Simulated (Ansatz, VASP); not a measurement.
**Al3C2 in VASP and in Ansatz**

The input INCAR:

```
  PREC = Accurate
  ENCUT = 520
  EDIFF = 1E-7
  ISMEAR = 0
  SIGMA = 0.1
  LREAL = False
  LASPH = True
  NELM = 150
  ALGO = Normal
  ISIF = 2
  LWAVE = False
  LCHARG = True
  ISPIN = 2
  MAGMOM = 0 0 0 1 1
  LORBIT = 11
  GGA = PE
  LELF = True
  LVHAR = True
  NBANDS = 20
```

The input KPOINTS:

```
regular mesh
0
Gamma
  6 6 4
```

File POSCAR:

```
Al3C2
1.0
    3.0776675006      0.0000000000      0.0000000000
    0.0000000000      3.0776675006      0.0000000000
    0.0000000000      0.0000000000      5.6919538196
Al C
3 2
Direct
    0.0000000000      0.5000000000      0.3572793014
    0.5000000000      0.0000000000      0.6427206986
    0.5000000000      0.5000000000      0.0000000000
    0.5000000000      0.0000000000      0.2734851848
    0.0000000000      0.5000000000      0.7265148152
```

Input for Ansatz:

```yaml
crystal:
  lattice:
    - [3.0776675006, 0.0, 0.0]
    - [0.0, 3.0776675006, 0.0]
    - [0.0, 0.0, 5.6919538196]
  atoms:
    - { symbol: Al, position: [0.0, 0.5, 0.3572793014] }
    - { symbol: Al, position: [0.5, 0.0, 0.6427206986] }
    - { symbol: Al, position: [0.5, 0.5, 0.0] }
    - { symbol: C, position: [0.5, 0.0, 0.2734851848], spin: 1.0 }
    - { symbol: C, position: [0.0, 0.5, 0.7265148152], spin: 1.0 }
basis:
  ecutwfc: 420
kpoints:
  mp_grid: { grid: [6, 6, 4] }
hamiltonian:
  xc: pbe
scf:
  occupations: { method: gaussian, width: 0.1 }
  lower_state_search: "off"
output:
  forces: true
  stress: true
  eigenvalues: true
  populations: true
magnetization:
  spin_polarized: true
```

Change from the starting cell: species swapped into the Er2Se3 type (P-4m2, No. 115).

Alike in both runs: task single point; functional PBE; k mesh 6 × 6 × 4; occupations gaussian, width 0.1 eV; collinear spin.

|  | VASP | Ansatz |
| --- | --- | --- |
| version | VASP 6.6.1 | Ansatz 0.2.0 |
| potentials or method | VASP PAW PBE potentials, release 64 (Al, C), cutoff 520 eV | scalar-relativistic, plane waves, PAW |
| valence electrons in the cell | 17 | 17 |

Ansatz gave:

```
gap on the k mesh at the Fermi level (eV)                     : none
pressure (GPa)                                                : 0.0
traceless stress, the component that is largest in VASP (GPa) : -0.03
net moment per atom (μB)                                      : 0.00
```

**Question.** Which values does VASP return?

**Answer.** gap on the k mesh at the Fermi level (eV): none; pressure (GPa): -0.1; traceless stress, the component that is largest in VASP (GPa): -0.07; net moment per atom (μB): 0.00.

A gap of «none» marks a metal or a gap that the smearing closes. Ansatz's warnings: seeded moment not kept.
